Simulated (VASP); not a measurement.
**Al: single point with PBEsol+D3(BJ)**

Al:

```
CELL_PARAMETERS angstrom
2.79998 0.00000 0.00000
-1.39999 2.42485 0.00000
0.00000 0.00000 9.56529
ATOMIC_POSITIONS crystal
Al 0.00000 0.00000 0.00000
Al 0.33333 0.66667 0.25000
Al 0.00000 0.00000 0.50000
Al 0.66667 0.33333 0.75000
```

This cell differs from its parent crystal: volume 16.236 Å^3 an atom, c/a of the conventional cell 3.4162.

```yaml
Program: VASP 6.6.1
Task: single point
Functional: PBEsol
Dispersion: D3(BJ)
Potentials_or_basis: VASP PAW PBE potentials, release 64 (Al)
Cutoff: 520 eV
k_mesh: 18 × 18 × 6
Occupations: gaussian, width 0.15 eV
Spin: no spin polarisation
```

```
Pressure                   : -3.0 GPa
Band gap on the k mesh     : zero (band 6 reaches 11.46 eV, above the bottom of band 7 at 6.68 eV)
Dispersion energy per atom : -0.323 eV
```

Stress tensor (GPa, compression positive):
```
-1.91  0.00  0.00
 0.00 -1.91  0.00
 0.00  0.00 -5.03
```

Levels at points of the mesh, in eV from the Fermi level:
```tsv
k point	band 2	band 3	band 4	band 5	band 6	band 7	band 8	band 9	band 10	band 11
(0.00, 0.00, 0.00)	-9.63	-9.62	-4.93	-4.87	2.66	2.66	11.50	11.50	11.59	11.59
(0.50, 0.00, 0.00)	-5.07	-3.87	-3.84	-3.21	-3.18	0.82	0.97	1.24	1.35	6.23
(0.00, 0.00, 0.50)	-10.83	-7.64	-7.64	-1.45	-1.45	7.34	7.34	11.81	11.81	11.81
(0.50, 0.00, 0.50)	-4.75	-4.68	-4.68	-1.88	-1.88	-1.23	-1.23	4.20	4.20	4.47
```

It took 64 s on 1 thread of AMD EPYC 9R45 96-Core Processor (Zen 5) (shared host), peak memory 0.23 GiB.

Caveat: the PAW data sets were made with another functional, which shifts forces and pressure a little; pairwise dispersion overbinds metals, which lowers pressure and volume.
